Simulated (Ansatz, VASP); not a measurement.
## CaB6: VASP beside Ansatz

POSCAR

```
CaB6
1.0
    4.1360723249      0.0000000000      0.0000000000
    0.0000000000      4.1360723249      0.0000000000
    0.0000000000      0.0000000000      4.1360723249
Ca B
1 6
Direct
    0.5000000000      0.5000000000      0.5000000000
    0.0000000000      0.0000000000      0.2982067262
    0.0000000000      0.0000000000      0.7017932738
    0.2982067262      0.0000000000      0.0000000000
    0.7017932738      0.0000000000      0.0000000000
    0.0000000000      0.2982067262      0.0000000000
    0.0000000000      0.7017932738      0.0000000000
```

The input INCAR.step1:

```
PREC = Accurate
ENCUT = 520
ISMEAR = -1
SIGMA = 0.02
LREAL = F
LASPH = T
NELM = 80
NBANDS = 23
GGA = PE
ALGO = Normal
EDIFF = 1E-4
LWAVE = T
LCHARG = F
```

Contents of INCAR.step2:

```
PREC = Accurate
ENCUT = 520
EDIFF = 1E-6
ISMEAR = -1
SIGMA = 0.02
LREAL = F
LASPH = T
NELM = 80
ALGO = Normal
ISIF = 2
LWAVE = F
LCHARG = T
METAGGA = R2SCAN
LMIXTAU = T
LELF = T
LVHAR = T
NBANDS = 23
ISTART = 1
```

KPOINTS

```
regular mesh
0
Gamma
  6 6 6
```

Input for Ansatz:

```yaml
crystal:
  lattice:
    - [4.1360723249, 0.0, 0.0]
    - [0.0, 4.1360723249, 0.0]
    - [0.0, 0.0, 4.1360723249]
  atoms:
    - { symbol: Ca, position: [0.5, 0.5, 0.5] }
    - { symbol: B, position: [0.0, 0.0, 0.2982067262] }
    - { symbol: B, position: [0.0, 0.0, 0.7017932738] }
    - { symbol: B, position: [0.2982067262, 0.0, 0.0] }
    - { symbol: B, position: [0.7017932738, 0.0, 0.0] }
    - { symbol: B, position: [0.0, 0.2982067262, 0.0] }
    - { symbol: B, position: [0.0, 0.7017932738, 0.0] }
kpoints:
  mp_grid: { grid: [6, 6, 6] }
  band_path:
    path:
      - [0.0, 0.0, 0.0]
      - [0.0, 0.5, 0.0]
      - [0.5, 0.5, 0.0]
      - [0.5, 0.5, 0.5]
      - [0.0, 0.4, 0.0]
      - [0.05, 0.5, 0.0]
    npoints: 1
hamiltonian:
  xc: r2scan
scf:
  occupations: { method: fermi_dirac, width: 0.02 }
  n_extra_bands: 5
output:
  forces: true
  stress: true
  eigenvalues: true
```

Alike in both runs: task single point; functional r2SCAN; k mesh 6 × 6 × 6; occupations fermi-dirac, width 0.02 eV; no spin polarisation.

|  | VASP | Ansatz |
| --- | --- | --- |
| version | VASP 6.6.1 | Ansatz 0.2.0 |
| potentials or method | VASP PAW PBE potentials, release 64 (Ca_sv, B) | plane waves, PAW |
| plane-wave cutoff (eV) | 520 | 500 |
| valence electrons in the cell | 28 | 28 |

|  | VASP | Ansatz | Ansatz less VASP |
| --- | --- | --- | --- |
| pressure (GPa) | 0.3 | 0.0 | -0.28 |
| rms of the force components (eV/Å) | 0.013 | 0.000 | -0.0128 |

VASP's potentials were made for PBE, not for r2SCAN. Atom by atom the forces differ by 0.013 eV/Å (rms over components). With one functional, cell and mesh, what is left measures potentials, basis and numerics.
